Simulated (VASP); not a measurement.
Crystal: BeTe.

```xyz
2
Lattice="0.0000 2.7514 2.7514 2.7514 0.0000 2.7514 2.7514 2.7514 0.0000" Properties=species:S:1:pos:R:3 pbc="T T T"
Te    4.1271    4.1271    4.1271
Be    0.0000    0.0000    0.0000
```

Base run:

| Item | Value |
| --- | --- |
| Program | VASP 6.6.1 |
| Functional | r2SCAN |
| Potentials or basis | VASP PAW PBE potentials, release 64 (Te, Be) |
| Cutoff | 520 eV |
| k mesh | 8 × 8 × 8 |
| Occupations | fermi-dirac, width 0.05 eV |
| Spin | no spin polarisation |

Its results: band gap on the k mesh 2.15 eV, indirect (least direct gap 3.93 eV); pressure 6.0 GPa.

Question: The run is repeated on the same cell with these changes: functional from r2SCAN to RPBE; dispersion from none to D4. What comes out?

Answer: Band gap on the k mesh 1.87 eV, indirect (least direct gap 3.56 eV); pressure 2.2 GPa.

Several settings changed at once, so the effect can't be laid on one alone.

Caveats: the PAW data sets were made with another functional, which shifts forces and pressure a little; spin-orbit coupling is left out, which moves the levels of the heavy elements.

A k mesh can miss the band edges.
